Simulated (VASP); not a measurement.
# B5C (P6/mmm) in VASP: further runs

Runs on B5C. Level: PBE. Tasks: single point, relaxation of cell and atoms.

Everything below comes from runs of VASP 6.6.1. Logs are shortened: lines on timing, memory, paths and dates and some standing lists are left out, and cuts for length are marked.

### 1 The cell of the first run

The structure is hexagonal, space group P6/mmm (No. 191). The conventional cell has a = 4.102 Å, b = 4.102 Å, c = 2.859 Å, α = 90.00°, β = 90.00°, γ = 120.00°. B (site symmetry -6m2) has 9 B at 1.86 to 2.37 Å and 3 C at 2.37 Å within 2.5 Å. Within 2.5 Å of B (site symmetry mmm) lie 8 B at 1.86 to 2.05 Å and 4 C at 2.50 Å. Within 3.1 Å of C (site symmetry 6/mmm) lie 18 B at 2.37 to 2.50 Å and 2 C at 2.86 Å.

The cell was generated, and may not be a known phase.

### 2 Single point, PBE, collinear spin

File INCAR:

```
SYSTEM = B5C
PREC = Accurate
ENCUT = 520
EDIFF = 1E-6
ISMEAR = 0
SIGMA = 0.1
LREAL = .FALSE.
LASPH = .TRUE.
NELM = 150
ALGO = Normal
ISIF = 2
LWAVE = .FALSE.
LCHARG = .TRUE.
ISPIN = 2
MAGMOM = 0 0 0 0 0 1
LORBIT = 11
GGA = PE
LELF = .TRUE.
LVHAR = .TRUE.
NBANDS = 22
```

File KPOINTS:

```
regular mesh
0
G
  6 6 6
  0 0 0
```

File POSCAR:

```
B5C
1.0
    4.1015698024      0.0000000000      0.0000000000
   -2.0507849012      3.5520636443      0.0000000000
    0.0000000000      0.0000000000      2.8588851258
B C
5 1
Direct
    0.3333333333      0.6666666667      0.0000000000
    0.6666666667      0.3333333333      0.0000000000
    0.5000000000      0.0000000000      0.5000000000
    0.5000000000      0.5000000000      0.5000000000
    0.0000000000      0.5000000000      0.5000000000
    0.0000000000      0.0000000000      0.0000000000
```

Potentials or basis: VASP PAW PBE potentials, release 64 (B, C).

The run is started by

```bash
> cat potpaw_PBE.64/B/POTCAR potpaw_PBE.64/C/POTCAR > POTCAR
> mpirun -np 1 vasp_std > vasp.out
```

OUTCAR:

```text
SYSTEM = B5C
   PREC = Accurate
   ENCUT = 520
   EDIFF = 1E-6
   ISMEAR = 0
   LREAL = .FALSE.
   LASPH = .TRUE.
   NELM = 150
   ISIF = 2
   ISPIN = 2
   LORBIT = 11
   GGA = PE

 ion  position               nearest neighbor table
   1  0.333  0.667  0.000-   5 1.86   5 1.86   3 1.86   3 1.86   4 1.86   4 1.86
   2  0.667  0.333  0.000-   5 1.86   5 1.86   3 1.86   3 1.86   4 1.86   4 1.86
   3  0.500  0.000  0.500-   1 1.86   2 1.86   1 1.86   2 1.86   4 2.05   5 2.05   4 2.05   5 2.05

   4  0.500  0.500  0.500-   1 1.86   2 1.86   1 1.86   2 1.86   5 2.05   5 2.05   3 2.05   3 2.05

   5  0.000  0.500  0.500-   1 1.86   2 1.86   1 1.86   2 1.86   4 2.05   4 2.05   3 2.05   3 2.05

   6  0.000  0.000  0.000-

  LATTYP: Found a hexagonal cell.
 ALAT       =     4.1015698024
 C/A-ratio  =     0.6970221802

  Lattice vectors:

 A1 = (   4.1015698024,   0.0000000000,   0.0000000000)
 A2 = (  -2.0507849012,   3.5520636443,   0.0000000000)
 A3 = (   0.0000000000,   0.0000000000,   2.8588851258)

Analysis of symmetry for initial positions (statically):
=====================================================================
 Subroutine PRICEL returns:
 Original cell was already a primitive cell.

 Routine SETGRP: Setting up the symmetry group for a
 hexagonal supercell.

 Subroutine GETGRP returns: Found 24 space group operations
 (whereof 24 operations were pure point group operations)
 out of a pool of 24 trial point group operations.

The static configuration has the point symmetry D_6h.

Analysis of symmetry for dynamics (positions and initial velocities):
=====================================================================
 Subroutine PRICEL returns:
 Original cell was already a primitive cell.

 Routine SETGRP: Setting up the symmetry group for a
 hexagonal supercell.

 Subroutine GETGRP returns: Found 24 space group operations
 (whereof 24 operations were pure point group operations)
 out of a pool of 24 trial point group operations.

The dynamic configuration has the point symmetry D_6h.

Analysis of structural, dynamic, and magnetic symmetry:
=====================================================================
 Subroutine PRICEL returns:
 Original cell was already a primitive cell.

 Routine SETGRP: Setting up the symmetry group for a
 hexagonal supercell.

 Subroutine GETGRP returns: Found 24 space group operations
 (whereof 24 operations were pure point group operations)
 out of a pool of 24 trial point group operations.

The overall configuration has the point symmetry D_6h.

 Subroutine INISYM returns: Found 24 space group operations
 (whereof 24 operations are pure point group operations),
 and found     1 'primitive' translations

----------------------------------------------------------------------------------------

                                     Primitive cell

  volume of cell :      41.6512

  direct lattice vectors                    reciprocal lattice vectors
     4.101569802  0.000000000  0.000000000     0.243809090  0.140763244  0.000000000
    -2.050784901  3.552063644  0.000000000     0.000000000  0.281526487  0.000000000
     0.000000000  0.000000000  2.858885126     0.000000000  0.000000000  0.349786702

  length of vectors
     4.101569802  4.101569802  2.858885126     0.281526487  0.281526487  0.349786702

  position of ions in fractional coordinates (direct lattice)
     0.333333333  0.666666667  0.000000000
     0.666666667  0.333333333  0.000000000
     0.500000000  0.000000000  0.500000000
     0.500000000  0.500000000  0.500000000
     0.000000000  0.500000000  0.500000000
     0.000000000  0.000000000  0.000000000

  ion indices of the primitive-cell ions
   primitive index   ion index
                 1           1
                 2           2
                 3           3
                 4           4
                 5           5
                 6           6
[... 30 lines left out ...]
  0.166667 -0.000000  0.000000      6.000000
  0.333333  0.000000  0.000000      6.000000
  0.500000  0.000000  0.000000      3.000000
  0.166667  0.166667  0.000000      6.000000
  0.333333  0.166667  0.000000     12.000000
[... 16 lines left out ...]
  0.166667 -0.000000  0.500000      6.000000
  0.333333  0.000000  0.500000      6.000000
 [... further k-points ...]
   k-points           NKPTS =     28   k-points in BZ     NKDIM =     28   number of bands    NBANDS=     22
   number of dos      NEDOS =    301   number of ions     NIONS =      6
   total plane-waves  NPLWV =  24576
   dimension x,y,z NGX =    32 NGY =   32 NGZ =   24
   dimension x,y,z NGXF=    64 NGYF=   64 NGZF=   48
   ions per type =               5   1
   NGX,Y,Z   is equivalent  to a cutoff of  12.97, 12.97, 13.96 a.u.
   NGXF,Y,Z  is equivalent  to a cutoff of  25.94, 25.94, 27.91 a.u.
 SYSTEM =  B5C
   PREC   = accura    normal or accurate (medium, high low for compatibility)
   ISTART =      0    job   : 0-new  1-cont  2-samecut
   ICHARG =      2    charge: 1-file 2-atom 10-const
   ISPIN  =      2    spin polarized calculation?
   LNONCOLLINEAR =      F non collinear calculations
   LSORBIT =      F    spin-orbit coupling
   LASPH  =      T    aspherical Exc in radial PAW
   ENCUT  =  520.0 eV  38.22 Ry    6.18 a.u.   7.63  7.63  5.32*2*pi/ulx,y,z
   NELM   =    150;   NELMIN=  2; NELMDL= -5     # of ELM steps
   EDIFF  = 0.1E-05   stopping-criterion for ELM
   LREAL  =      F    real-space projection
   EDIFFG = 0.1E-04   stopping-criterion for IOM
   NSW    =      0    number of steps for IOM
   IBRION =     -1    ionic relax: 0-MD 1-quasi-New 2-CG
   NFREE  =      0    steps in history (QN), initial steepest desc. (CG)
   ISIF   =      2    stress and relaxation
   ISYM   =      2    0-nonsym 1-usesym 2-fastsym
   POTIM  = 0.5000    time-step for ionic-motion
   TEBEG  =    0.0;   TEEND  =   0.0 temperature during run
   PSTRESS=    0.0 pullay stress
   NELECT =      19.0000    total number of electrons
   NUPDOWN=      -1.0000    fix difference up-down
   EMIN   =  10.00;   EMAX   =-10.00  energy-range for DOS
   EFERMI =   0.00;   METHOD = LEGACY
   ISMEAR =     0;   SIGMA  =   0.10  broadening in eV -4-tet -1-fermi 0-gaus
   EFERMI_NEDOS =   21; number of points for ismear=-14 and -15
   IALGO  =     38    algorithm
   IMIX   =      4    mixing-type and parameters
     AMIX     =   0.40;   BMIX     =  1.00
     AMIX_MAG =   1.60;   BMIX_MAG =  1.00
  volume/ion in A,a.u.               =       6.94        46.85
  Fermi-wavevector in a.u.,A,eV,Ry     =   1.260231  2.381491 21.608533  1.588182
  Thomas-Fermi vector in A             =   2.393751
   LORBIT       =     11    0 simple, 1 ext, 2 COOP (PROOUT), +10 PAW based schemes
   GGA     = PE    functional components
   LHFCALC =     F    Hartree Fock is set to
   AEXX    =    0.0000 exact exchange contribution
   IVDW    =     0    specifies the selected vdW correction
   LEPSILON=     F    determine dielectric tensor
   LRPA    =     F    only Hartree local field effects (RPA)
 spin polarized calculation
 Gauss-broadening in eV      SIGMA  =   0.10
  energy-cutoff  :      520.00
  volume of cell :       41.65
 maximum number of plane-waves:      1136
 NGX is ok and might be reduce to    32
   NGX = 15   NGY = 15   NGZ = 11

 number of electron      19.0000000 magnetization      -0.0002105

 number of electron      19.0000000 magnetization       0.0000722

 Free energy of the ion-electron system (eV)
  ---------------------------------------------------
  ext. energy  EPLUGINS =         0.00000000
  ---------------------------------------------------
  free energy    TOTEN  =       -31.34395039 eV

  energy without entropy =      -31.33628878  energy(sigma->0) =      -31.34011958

 E-fermi :   7.9834     XC(G=0): -12.2925

 val. band max:        7.9630947669   @ k =   0.3333   0.0000   0.1667
 cond. band min:       8.0043779141   @ k =   0.1667   0.1667   0.3333
 fundamental gap:      0.0412831472
 Fermi energy:         7.9834093277

 spin component 1

 k-point     1 :       0.0000    0.0000    0.0000
  band No.  band energies     occupation
      1      -9.4611      1.00000
      2      -2.4261      1.00000
      3      -0.1381      1.00000
      4       0.6636      1.00000
      5       0.6636      1.00000
      6       0.9162      1.00000
[... 565 lines left out ...]
     20      20.5443      0.00000
     21      22.3282      0.00000

 [... further k-points ...]

 spin component 2

 k-point     1 :       0.0000    0.0000    0.0000
  band No.  band energies     occupation
      1      -9.4611      1.00000
      2      -2.4261      1.00000
      3      -0.1380      1.00000
      4       0.6636      1.00000
      5       0.6636      1.00000
      6       0.9163      1.00000
[... 565 lines left out ...]
     20      20.5444      0.00000
     21      22.3282      0.00000

 [... further k-points ...]

 [bands above 21 left out]

------------------------ aborting loop because EDIFF is reached ----------------------------------------

  FORCE on cell =-STRESS in cart. coord.  units (eV):
  Direction    XX          YY          ZZ          XY          YZ          ZX
  --------------------------------------------------------------------------------------
  -------------------------------------------------------------------------------------
  Total       -0.0638743     -0.0638743     -0.0958755      0.0000000      0.0000000      0.0000000
  in kB       -2.4570224     -2.4570224     -3.6879993      0.0000000      0.0000000      0.0000000
  external PRESSURE =      -2.8673480 kB  Pullay stress =       0.0000000 kB

 VOLUME and BASIS-vectors are now :
 -----------------------------------------------------------------------------
  energy-cutoff  :      520.00
  volume of cell :       41.65
      direct lattice vectors                 reciprocal lattice vectors
     4.101569802  0.000000000  0.000000000     0.243809090  0.140763244  0.000000000
    -2.050784901  3.552063644  0.000000000     0.000000000  0.281526487  0.000000000
     0.000000000  0.000000000  2.858885126     0.000000000  0.000000000  0.349786702

 POSITION                                       TOTAL-FORCE (eV/Angst)
 -----------------------------------------------------------------------------------
     -0.00000      2.36804      0.00000        -0.000000      0.000000      0.000000
      2.05078      1.18402      0.00000         0.000000     -0.000000      0.000000
      2.05078      0.00000      1.42944        -0.000000      0.000000      0.000000
      1.02539      1.77603      1.42944        -0.000000      0.000000      0.000000
     -1.02539      1.77603      1.42944        -0.000000      0.000000      0.000000
      0.00000      0.00000      0.00000        -0.000000      0.000000      0.000000
 -----------------------------------------------------------------------------------
    total drift:                               -0.000000      0.000000     -0.000000

  FREE ENERGIE OF THE ION-ELECTRON SYSTEM (eV)
  ---------------------------------------------------
  free  energy   TOTEN  =       -31.3439503876 eV

  energy  without entropy=      -31.3362887799  energy(sigma->0) =      -31.34011958

 total charge

# of ion       s       p       d       tot
------------------------------------------
    1        0.694   1.153   0.000   1.847
    2        0.694   1.153   0.000   1.847
    3        0.683   1.096   0.000   1.778
    4        0.683   1.096   0.000   1.778
    5        0.683   1.096   0.000   1.778
    6        1.092   0.971   0.000   2.063
--------------------------------------------------
tot          4.528   6.564   0.000  11.092

 magnetization (x)

# of ion       s       p       d       tot
------------------------------------------
    1       -0.000  -0.000   0.000  -0.000
    2       -0.000  -0.000   0.000  -0.000
    3        0.000  -0.000   0.000   0.000
    4        0.000  -0.000   0.000   0.000
    5        0.000  -0.000   0.000   0.000
    6        0.000   0.000   0.000   0.000
--------------------------------------------------
tot          0.000   0.000   0.000   0.000
```

It took 71 s on 1 thread of Intel Xeon 8259CL, shared host; peak memory 0.19 GiB.

What came out:

* Free energy: -31.3440 eV
* Pressure: -0.3 GPa
* Net moment: 0.00 μB per cell
* Valence electrons inside the program's atomic spheres: B 1.85, 1.78 (each value once); C 2.06

Stress tensor (GPa, compression positive):
```
-0.25  0.00  0.00
 0.00 -0.25  0.00
 0.00  0.00 -0.37
```

Levels at points of the mesh, in eV from the Fermi level:
Spin up:
```
           k point  band 6  band 7  band 8  band 9  band 10  band 11  band 12  band 13
(0.00, 0.00, 0.00)   -7.07   -7.07   -5.83    1.77     2.23     2.44     3.22     3.22
(0.50, 0.00, 0.00)   -2.98   -2.57   -2.12   -0.66     0.22     1.14     1.78     1.87
(0.00, 0.00, 0.50)   -5.79   -3.34   -3.34   -2.74    -2.74    -2.24    -2.18    -1.27
(0.50, 0.00, 0.50)   -6.74   -6.67   -4.14    1.08     1.51     1.54     2.08     2.70
```
Spin down:
```tsv
k point	band 5	band 6	band 7	band 8	band 9	band 10	band 11	band 12	band 13	band 14
(0.00, 0.00, 0.00)	-7.32	-7.07	-7.07	-5.83	1.77	2.23	2.44	3.22	3.22	3.89
(0.50, 0.00, 0.00)	-4.10	-2.98	-2.57	-2.12	-0.66	0.22	1.14	1.78	1.87	3.56
(0.00, 0.00, 0.50)	-5.79	-5.79	-3.34	-3.34	-2.74	-2.74	-2.24	-2.18	-1.27	-1.27
(0.50, 0.00, 0.50)	-7.34	-6.74	-6.67	-4.14	1.08	1.51	1.54	2.08	2.70	3.12
```

Caveat: the k points lie up to 0.37 Å⁻¹ apart.

### 3 Relaxation of cell and atoms, PBE

This run uses another cell than the first one, of 8.99 Å³/atom.

File INCAR:

```
SYSTEM = B5C
  ALGO = Normal
  EDIFF = 1E-6
  EDIFFG = -0.04
  ENCUT = 600
  GGA = PE
  IBRION = 2
  ISIF = 3
  ISMEAR = 0
  LASPH = .TRUE.
  LCHARG = .FALSE.
  LREAL = .FALSE.
  LWAVE = .FALSE.
  NELM = 80
  NSW = 90
  PREC = Accurate
  SIGMA = 0.1
```

File KPOINTS:

```
k-points
0
G
  6 6 6
  0 0 0
```

File POSCAR:

```
B5C
1.0
    4.2071857900      0.0000000000      0.0000000000
   -2.1035928900      3.6435297700      0.0000000000
    0.0000000000      0.0000000000      3.5201252800
B C
5 1
Direct
    0.3333333300      0.6666666700      0.0000000000
    0.6666666700      0.3333333300      0.0000000000
    0.5000000000      0.0000000000      0.5000000000
    0.5000000000      0.5000000000      0.5000000000
    0.0000000000      0.5000000000      0.5000000000
    0.0000000000      0.0000000000      0.0000000000
```

Potentials or basis: VASP PAW PBE potentials, release 64 (B, C).

The run is started by

```bash
> cat potpaw_PBE.64/B/POTCAR potpaw_PBE.64/C/POTCAR > POTCAR
> mpirun -np 1 vasp_std > vasp.out
```

It took 5 min on 1 thread of Intel Xeon 8259CL, shared host; peak memory 0.19 GiB.

The run converged. Its results:

```
Free energy                           : -31.3419 eV
Relaxed volume                        : 6.92 Å³/atom
Relaxed cell                          : a = 4.097 Å, b = 4.097 Å, c = 2.857 Å, α = 90.00°, β = 90.00°, γ = 120.00°
Space group after relaxing (to 0.1 Å) : P6/mmm (No. 191)
Energy gained by relaxing             : 421.7 meV/atom
Ionic steps                           : 13
Pressure after relaxing               : 0.0 GPa
```

Stress tensor (GPa, compression positive):
```
 0.07  0.00  0.00
 0.00  0.07  0.00
 0.00  0.00 -0.27
```

Step by step:
```
step  energy change (eV)  largest force (eV/Å)  pressure (GPa)  volume (Å³)
   1              0.0000                0.0000          -36.09        53.96
   2             -2.1902                0.0000            2.10        39.61
   3             -2.2057                0.0000            0.80        39.81
   4             -2.2418                0.0000            1.48        39.89
   5             -2.4077                0.0000            4.35        40.07
   6             -2.2419                0.0000           13.19        40.11
   7             -2.4797                0.0000            6.25        40.13
   8             -2.4781                0.0000            8.30        40.15
   9             -2.5008                0.0000            7.06        40.14
  10             -2.5170                0.0000            4.43        40.77
  11             -2.5178                0.0000            3.72        40.94
  12             -2.5275                0.0000            1.83        41.24
  13             -2.5304                0.0000           -0.04        41.54
```

Final structure:
```cif
data_structure
_symmetry_space_group_name_H-M 'P 1'
_symmetry_Int_Tables_number 1
_cell_length_a 4.0970
_cell_length_b 4.0970
_cell_length_c 2.8574
_cell_angle_alpha 90.000
_cell_angle_beta 90.000
_cell_angle_gamma 120.000
_cell_volume 41.54
loop_
_atom_site_label
_atom_site_type_symbol
_atom_site_fract_x
_atom_site_fract_y
_atom_site_fract_z
_atom_site_occupancy
B1 B 0.33333 0.66667 0.00000 1
B2 B 0.66667 0.33333 0.00000 1
B3 B 0.50000 0.00000 0.50000 1
B4 B 0.50000 0.50000 0.50000 1
B5 B 0.00000 0.50000 0.50000 1
C1 C 0.00000 0.00000 0.00000 1
```

Levels at points of the mesh, in eV from the Fermi level:
```tsv
k point	band 6	band 7	band 8	band 9	band 10	band 11	band 12	band 13
(0.00, 0.00, 0.00)	-7.11	-7.11	-5.88	1.77	2.20	2.40	3.21	3.21
(0.50, 0.00, 0.00)	-2.99	-2.61	-2.15	-0.68	0.20	1.13	1.78	1.84
(0.00, 0.00, 0.50)	-5.83	-3.37	-3.37	-2.78	-2.78	-2.26	-2.20	-1.29
(0.50, 0.00, 0.50)	-6.76	-6.71	-4.18	1.07	1.51	1.53	2.07	2.67
```

Caveat: the volume moved by over 15 % at a fixed basis, so the end points are rough; the highest band is partly filled, so the run has too few bands.

(Continued in part 2 of 2.)
